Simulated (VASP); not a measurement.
Input of a VASP 6.6.1 run:

File INCAR:

```
PREC = Accurate
ENCUT = 520
EDIFF = 1E-7
ISMEAR = 0
SIGMA = 0.1
LREAL = F
LASPH = T
NELM = 80
ALGO = Normal
ISIF = 2
LWAVE = F
LCHARG = F
GGA = PE
NBANDS = 24
```

Contents of KPOINTS:

```
Automatic mesh
0
Gamma
  6 6 6
```

POSCAR

```
W2Cl
1.0
    4.6496655054      0.0000000000      0.0000000000
   -2.3248327527      4.0267284468      0.0000000000
    0.0000000000      0.0000000000      2.7856417401
W Cl
2 1
Direct
    0.3333333333      0.6666666667      0.5000000000
    0.6666666667      0.3333333333      0.5000000000
    0.0000000000      0.0000000000      0.0000000000
```

Potentials or basis: VASP PAW PBE potentials, release 64 (W_sv, Cl).

Command:

```console
$ cat potpaw_PBE.64/W_sv/POTCAR potpaw_PBE.64/Cl/POTCAR > POTCAR
$ mpirun -np 1 vasp_std > vasp.out
```

Q: What does it give for the pressure?

A: 0.3 GPa.

Q: Estimate the band gap on the k mesh.

A: Zero (an odd number of electrons rules out a gap without spin polarisation).

Stress tensor (GPa, compression positive):
```
0.42 0.00 0.00
0.00 0.42 0.00
0.00 0.00 0.20
```

Caveat: the k points lie up to 0.38 Å⁻¹ apart, too coarse for converged energies and pressures of a metal; spin-orbit coupling is left out, which moves the levels of the heavy elements; an odd number of electrons without spin polarisation forces a metal; a magnetic or distorted state may lie lower.
